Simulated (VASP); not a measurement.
# I in VASP: further runs

The runs below take I through single point, relaxation of cell and atoms, with PBEsol.

Everything below comes from runs of VASP 6.6.1. Logs are shortened: lines on timing, memory, paths and dates and some standing lists are left out, and cuts for length are marked.

### 1 The cell of the first run

The typed cell holds 3 atoms: a = 4.704 Å, b = 4.704 Å, c = 6.016 Å, α = 90.00°, β = 90.00°, γ = 120.00°.

### 2 Single point, PBEsol

Input file INCAR:

```
SYSTEM = I
PREC = Accurate
ENCUT = 520
EDIFF = 1E-6
ISMEAR = 0
SIGMA = 0.1
LREAL = .FALSE.
LASPH = .TRUE.
NELM = 80
ALGO = Fast
ISIF = 2
LWAVE = .FALSE.
LCHARG = .FALSE.
GGA = PS
NBANDS = 18
```

Input file KPOINTS:

```
Automatic mesh
0
G
  6 6 4
  0 0 0
```

Input file POSCAR:

```
I
1.0
    4.7041251411      0.0000000001      0.0000000000
   -2.3520625706      4.0738918747      0.0000000000
    0.0000000000      0.0000000000      6.0164628620
I
3
Direct
    0.3335005350      0.0000000000      0.3333333333
    0.0000000000      0.3335005350      0.6666666667
    0.6664994650      0.6664994650      0.0000000000
```

Potentials or basis: VASP PAW PBE potentials, release 64 (I).

On the command line:

```
cat potpaw_PBE.64/I/POTCAR > POTCAR
mpirun -np 1 vasp_std > vasp.out
```

OUTCAR:

```text
SYSTEM = I
   PREC = Accurate
   ENCUT = 520
   EDIFF = 1E-6
   ISMEAR = 0
   LREAL = .FALSE.
   LASPH = .TRUE.
   NELM = 80
   ISIF = 2
   GGA = PS

 ion  position               nearest neighbor table
   1  0.334  0.000  0.333-   3 3.38   3 3.38   2 3.38   2 3.38   3 3.38   2 3.38
   2  0.000  0.334  0.667-   3 3.38   3 3.38   1 3.38   1 3.38   3 3.38   1 3.38
   3  0.666  0.666  0.000-   1 3.38   1 3.38   2 3.38   2 3.38   2 3.38   1 3.38

  LATTYP: Found a hexagonal cell.
 ALAT       =     4.7041251411
 C/A-ratio  =     1.2789759374

  Lattice vectors:

 A1 = (   4.7041251411,   0.0000000001,   0.0000000000)
 A2 = (  -2.3520625706,   4.0738918747,   0.0000000000)
 A3 = (   0.0000000000,   0.0000000000,   6.0164628620)

Analysis of symmetry for initial positions (statically):
=====================================================================
 Subroutine PRICEL returns:
 Original cell was already a primitive cell.

 Routine SETGRP: Setting up the symmetry group for a
 hexagonal supercell.

 Subroutine GETGRP returns: Found  6 space group operations
 (whereof  2 operations were pure point group operations)
 out of a pool of 24 trial point group operations.

The static configuration has the point symmetry C_2 .
 The point group associated with its full space group is D_3 .

Analysis of symmetry for dynamics (positions and initial velocities):
=====================================================================
 Subroutine PRICEL returns:
 Original cell was already a primitive cell.

 Routine SETGRP: Setting up the symmetry group for a
 hexagonal supercell.

 Subroutine GETGRP returns: Found  6 space group operations
 (whereof  2 operations were pure point group operations)
 out of a pool of 24 trial point group operations.

The dynamic configuration has the point symmetry C_2 .
 The point group associated with its full space group is D_3 .

 Subroutine INISYM returns: Found  6 space group operations
 (whereof  2 operations are pure point group operations),
 and found     1 'primitive' translations

----------------------------------------------------------------------------------------

                                     Primitive cell

  volume of cell :     115.3001

  direct lattice vectors                    reciprocal lattice vectors
     4.704125141  0.000000000  0.000000000     0.212579379  0.122732762  0.000000000
    -2.352062571  4.073891875  0.000000000    -0.000000000  0.245465523  0.000000000
     0.000000000  0.000000000  6.016462862     0.000000000  0.000000000  0.166210616

  length of vectors
     4.704125141  4.704125141  6.016462862     0.245465523  0.245465523  0.166210616

  position of ions in fractional coordinates (direct lattice)
     0.333500535  0.000000000  0.333333333
     1.000000000  0.333500535  0.666666667
     0.666499465  0.666499465  0.000000000

  ion indices of the primitive-cell ions
   primitive index   ion index
                 1           1
                 2           2
                 3           3

----------------------------------------------------------------------------------------

 KPOINTS: Automatic mesh

Automatic generation of k-mesh.
 Grid dimensions read from file:
 generate k-points for:    6    6    4

 Generating k-lattice:

  Cartesian coordinates                     Fractional coordinates (reciprocal lattice)
     0.035429896  0.020455460  0.000000000     0.166666667 -0.000000000  0.000000000
    -0.000000000  0.040910921  0.000000000    -0.000000000  0.166666667  0.000000000
     0.000000000  0.000000000  0.041552654     0.000000000  0.000000000  0.250000000

  Length of vectors
     0.040910921  0.040910921  0.041552654

  Shift w.r.t. Gamma in fractional coordinates (k-lattice)
     0.000000000  0.000000000  0.000000000

 Subroutine IBZKPT returns following result:
 ===========================================

 Found     24 irreducible k-points:

 Following reciprocal coordinates:
            Coordinates               Weight
  0.000000  0.000000  0.000000      1.000000
  0.166667  0.000000  0.000000      6.000000
  0.333333 -0.000000  0.000000      6.000000
  0.500000 -0.000000  0.000000      3.000000
  0.166667  0.166667  0.000000      6.000000
  0.333333  0.166667  0.000000     12.000000
[... 16 lines left out ...]
  0.333333  0.166667  0.500000     12.000000
  0.333333  0.333333  0.500000      2.000000
   k-points           NKPTS =     24   k-points in BZ     NKDIM =     24   number of bands    NBANDS=     18
   number of dos      NEDOS =    301   number of ions     NIONS =      3
   total plane-waves  NPLWV =  62208
   dimension x,y,z NGX =    36 NGY =   36 NGZ =   48
   dimension x,y,z NGXF=    72 NGYF=   72 NGZF=   96
   ions per type =               3
   NGX,Y,Z   is equivalent  to a cutoff of  12.72, 12.72, 13.26 a.u.
   NGXF,Y,Z  is equivalent  to a cutoff of  25.45, 25.45, 26.53 a.u.
 SYSTEM =  I
   PREC   = accura    normal or accurate (medium, high low for compatibility)
   ISTART =      0    job   : 0-new  1-cont  2-samecut
   ICHARG =      2    charge: 1-file 2-atom 10-const
   ISPIN  =      1    spin polarized calculation?
   LNONCOLLINEAR =      F non collinear calculations
   LSORBIT =      F    spin-orbit coupling
   LASPH  =      T    aspherical Exc in radial PAW
   ENCUT  =  520.0 eV  38.22 Ry    6.18 a.u.   8.75  8.75 11.19*2*pi/ulx,y,z
   NELM   =     80;   NELMIN=  2; NELMDL= -5     # of ELM steps
   EDIFF  = 0.1E-05   stopping-criterion for ELM
   LREAL  =      F    real-space projection
   EDIFFG = 0.1E-04   stopping-criterion for IOM
   NSW    =      0    number of steps for IOM
   IBRION =     -1    ionic relax: 0-MD 1-quasi-New 2-CG
   NFREE  =      0    steps in history (QN), initial steepest desc. (CG)
   ISIF   =      2    stress and relaxation
   ISYM   =      2    0-nonsym 1-usesym 2-fastsym
   POTIM  = 0.5000    time-step for ionic-motion
   TEBEG  =    0.0;   TEEND  =   0.0 temperature during run
   PSTRESS=    0.0 pullay stress
   NELECT =      21.0000    total number of electrons
   NUPDOWN=      -1.0000    fix difference up-down
   EMIN   =  10.00;   EMAX   =-10.00  energy-range for DOS
   EFERMI =   0.00;   METHOD = LEGACY
   ISMEAR =     0;   SIGMA  =   0.10  broadening in eV -4-tet -1-fermi 0-gaus
   EFERMI_NEDOS =   21; number of points for ismear=-14 and -15
   IALGO  =     68    algorithm
   IMIX   =      4    mixing-type and parameters
     AMIX     =   0.40;   BMIX     =  1.00
     AMIX_MAG =   1.60;   BMIX_MAG =  1.00
  volume/ion in A,a.u.               =      38.43       259.36
  Fermi-wavevector in a.u.,A,eV,Ry     =   0.927979  1.753626 11.716585  0.861145
  Thomas-Fermi vector in A             =   2.054106
   LORBIT       =      0    0 simple, 1 ext, 2 COOP (PROOUT), +10 PAW based schemes
   GGA     = PS    functional components
   LHFCALC =     F    Hartree Fock is set to
   AEXX    =    0.0000 exact exchange contribution
   IVDW    =     0    specifies the selected vdW correction
   LEPSILON=     F    determine dielectric tensor
   LRPA    =     F    only Hartree local field effects (RPA)
 non-spin polarized calculation
 RMM-DIIS sequential band-by-band and
 Gauss-broadening in eV      SIGMA  =   0.10
  energy-cutoff  :      520.00
  volume of cell :      115.30
 maximum number of plane-waves:      3129
 NGX is ok and might be reduce to    36

 number of electron      20.9999999 magnetization

 Free energy of the ion-electron system (eV)
  ---------------------------------------------------
  ext. energy  EPLUGINS =         0.00000000
  ---------------------------------------------------
  free energy    TOTEN  =        -4.42354676 eV

  energy without entropy =       -4.40644789  energy(sigma->0) =       -4.41499732

 E-fermi :   4.0501     XC(G=0):  -8.6943

 val. band max:        4.0413616429   @ k =  -0.1667   0.5000   0.2500
 cond. band min:       4.0778602758   @ k =   0.5000  -0.0000   0.2500
 fundamental gap:      0.0364986329
 Fermi energy:         4.0501220702

 k-point     1 :       0.0000    0.0000    0.0000
  band No.  band energies     occupation
      1      -9.9405      2.00000
      2      -7.9322      2.00000
      3      -7.9322      2.00000
      4       1.1444      2.00000
      5       1.1444      2.00000
      6       1.3271      2.00000
[... 10 lines left out ...]
     17      10.3576      0.00000
     18      10.8347      0.00000

 k-point     2 :       0.1667    0.0000    0.0000
  band No.  band energies     occupation
      1      -9.7962      2.00000
      2      -8.0062      2.00000
      3      -7.9609      2.00000
      4       0.0657      2.00000
      5       0.4822      2.00000
      6       0.6546      2.00000
[... 10 lines left out ...]
     17      10.8395      0.00000
     18      11.4903      0.00000

 k-point     3 :       0.3333   -0.0000    0.0000
  band No.  band energies     occupation
      1      -9.3940      2.00000
      2      -8.3118      2.00000
      3      -7.9957      2.00000
      4      -0.3246      2.00000
      5      -0.0116      2.00000
      6       0.1797      2.00000
[... 10 lines left out ...]
     17      12.0834      0.00000
     18      13.3860      0.00000

 k-point     4 :       0.5000   -0.0000    0.0000
  band No.  band energies     occupation
      1      -8.8381      2.00000
      2      -8.8359      2.00000
      3      -8.0080      2.00000
      4      -0.1849      2.00000
      5       0.0107      2.00000
      6       0.1776      2.00000
[... 375 lines left out ...]
      4       0.0589      2.00000
      5       0.0595      2.00000
      6       0.2905      2.00000
[... 10 lines left out ...]
     17      11.2328      0.00000
     18      11.7595      0.00000

 k-point    23 :       0.3333    0.1667    0.5000
  band No.  band energies     occupation
      1      -8.8832      2.00000
      2      -8.6633      2.00000
      3      -8.1400      2.00000
      4      -0.8973      2.00000
      5      -0.2152      2.00000
      6      -0.1034      2.00000
[... 10 lines left out ...]
     17      12.2287      0.00000
     18      12.6771      0.00000

 k-point    24 :       0.3333    0.3333    0.5000
  band No.  band energies     occupation
      1      -8.5540      2.00000
      2      -8.5517      2.00000
      3      -8.5517      2.00000
      4      -0.6964      2.00000
      5      -0.6957      2.00000
      6      -0.6957      2.00000
[... 10 lines left out ...]
     17      11.7996      0.00000
     18      11.8010      0.00000

------------------------ aborting loop because EDIFF is reached ----------------------------------------

  FORCE on cell =-STRESS in cart. coord.  units (eV):
  Direction    XX          YY          ZZ          XY          YZ          ZX
  --------------------------------------------------------------------------------------
  -------------------------------------------------------------------------------------
  Total       -0.0226170     -0.0226170      0.0317488     -0.0000000     -0.0000000      0.0000000
  in kB       -0.3142797     -0.3142797      0.4411720     -0.0000000     -0.0000000      0.0000000
  external PRESSURE =      -0.0624624 kB  Pullay stress =       0.0000000 kB

 VOLUME and BASIS-vectors are now :
 -----------------------------------------------------------------------------
  energy-cutoff  :      520.00
  volume of cell :      115.30
      direct lattice vectors                 reciprocal lattice vectors
     4.704125141  0.000000000  0.000000000     0.212579379  0.122732762  0.000000000
    -2.352062571  4.073891875  0.000000000    -0.000000000  0.245465523  0.000000000
     0.000000000  0.000000000  6.016462862     0.000000000  0.000000000  0.166210616

 POSITION                                       TOTAL-FORCE (eV/Angst)
 -----------------------------------------------------------------------------------
      1.56883      0.00000      2.00549        -0.002877     -0.000000     -0.000000
     -0.78441      1.35865      4.01098         0.001439     -0.002492      0.000000
      1.56765      2.71525      0.00000         0.001439      0.002492     -0.000000
 -----------------------------------------------------------------------------------
    total drift:                                0.000000     -0.000000      0.000000

  FREE ENERGIE OF THE ION-ELECTRON SYSTEM (eV)
  ---------------------------------------------------
  free  energy   TOTEN  =        -4.4235467570 eV

  energy  without entropy=       -4.4064478871  energy(sigma->0) =       -4.41499732
```

It took 53 s on 1 thread of Oxide Virtual Turin-like, shared host; peak memory 0.2 GiB.

Results:

| Item | Value |
| --- | --- |
| Free energy | -4.4235 eV |
| Pressure | 0.0 GPa |
| Band gap on the k mesh | zero (an odd number of electrons rules out a gap without spin polarisation) |

Forces on the atoms (eV/Å):
```
I   -0.003  0.000  0.000
I    0.001 -0.002  0.000
I    0.001  0.002  0.000
```

Caveat: the PAW data sets were made with another functional, which shifts forces and pressure a little; spin-orbit coupling is left out, which moves the levels of the heavy elements; an odd number of electrons without spin polarisation forces a metal; a magnetic or distorted state may lie lower.

### 3 Single point, PBEsol

This run uses another cell than the first one: it holds 1 atom, not 3.

Input file INCAR:

```
PREC = Accurate ; ENCUT = 520
EDIFF = 1E-7 ; ISMEAR = 0
SIGMA = 0.1 ; LREAL = F
LASPH = T ; NELM = 60
ALGO = Fast ; ISIF = 2
LWAVE = F ; LCHARG = T
GGA = PS ; LELF = T
LVHAR = T ; NBANDS = 10
```

Input file KPOINTS:

```
Automatic mesh
0
Gamma
  18 18 18
```

Input file POSCAR:

```
I
1.0
    2.3874408775      1.3783896333      1.9489221984
   -2.3874408775      1.3783896333      1.9489221984
    0.0000000000     -2.7567792666      1.9489221984
I
1
Direct
    0.5000000000      0.5000000000      0.5000000000
```

Potentials or basis: VASP PAW PBE potentials, release 64 (I).

On the command line:

```
cat potpaw_PBE.64/I/POTCAR > POTCAR
mpirun -np 1 vasp_std > vasp.out
```

Wall time 3.2 min (1 thread of Oxide Virtual Turin-like, shared host); peak memory 0.29 GiB.

Results (log left out):

```
Free energy            : -1.4730 eV
Pressure               : 0.0 GPa
Band gap on the k mesh : zero (an odd number of electrons rules out a gap without spin polarisation)
```

Levels at points of the mesh, in eV from the Fermi level:
| k point | band 1 | band 2 | band 3 | band 4 | band 5 | band 6 | band 7 | band 8 | band 9 |
| --- | --- | --- | --- | --- | --- | --- | --- | --- | --- |
| (0.00, 0.00, 0.00) | -13.96 | -0.17 | -0.16 | -0.16 | 5.32 | 6.32 | 6.32 | 16.18 | 16.18 |
| (0.50, 0.00, 0.00) | -12.98 | -5.16 | 0.61 | 0.61 | 7.73 | 7.94 | 9.35 | 10.43 | 10.43 |
| (0.50, 0.50, 0.00) | -12.03 | -4.11 | -4.11 | 1.32 | 3.29 | 9.52 | 11.84 | 11.84 | 12.32 |
| (0.50, 0.50, 0.50) | -11.08 | -3.18 | -3.18 | -3.18 | 5.19 | 5.19 | 5.19 | 8.23 | 20.42 |

Caveat: the PAW data sets were made with another functional, which shifts forces and pressure a little; spin-orbit coupling is left out, which moves the levels of the heavy elements; an odd number of electrons without spin polarisation forces a metal; a magnetic or distorted state may lie lower.

(Part 1 of 2 ends here.)

The gap in the log of VASP goes by the Fermi energy; the results here count the filled bands.